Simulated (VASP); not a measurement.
Runs of VASP 6.6.1 on GePbSe2. The structure is that of space group R-3m (No. 166), or close to it. The cells are those of the table. 

```tsv
level	cell	k mesh	gap on the mesh (eV)	pressure (GPa)	largest force (eV/Å)
PBE	a = 7.322 Å, angles 33.2°, 4 atoms	8 × 8 × 8	0.18	0.0	-
r2SCAN	a = 7.277 Å, angles 33.2°, 4 atoms	6 × 6 × 6	0.32	0.0	0.01
r2SCAN	a = 7.277 Å, angles 33.2°, 4 atoms	8 × 8 × 8	0.32	0.0	0.01
PBE	a = 7.277 Å, angles 33.2°, 4 atoms	8 × 8 × 8	(a)	1.1	0.03
```

Alike in all rows: task single point; potentials or basis VASP PAW PBE potentials, release 64 (Ge_d, Pb_d, Se); no spin polarisation; cutoff (eV) 520; smearing fermi-dirac 0.02 eV.

**Question.** Estimate the missing entries.

**Answer.** (a) 0.13.

Caveats: spin-orbit coupling is left out, which moves the levels of the heavy elements; the PAW data sets were made with another functional, which shifts forces and pressure a little (some runs).

A k mesh can miss the band edges, and the runs leave out spin-orbit coupling on Ge, Pb, Se.
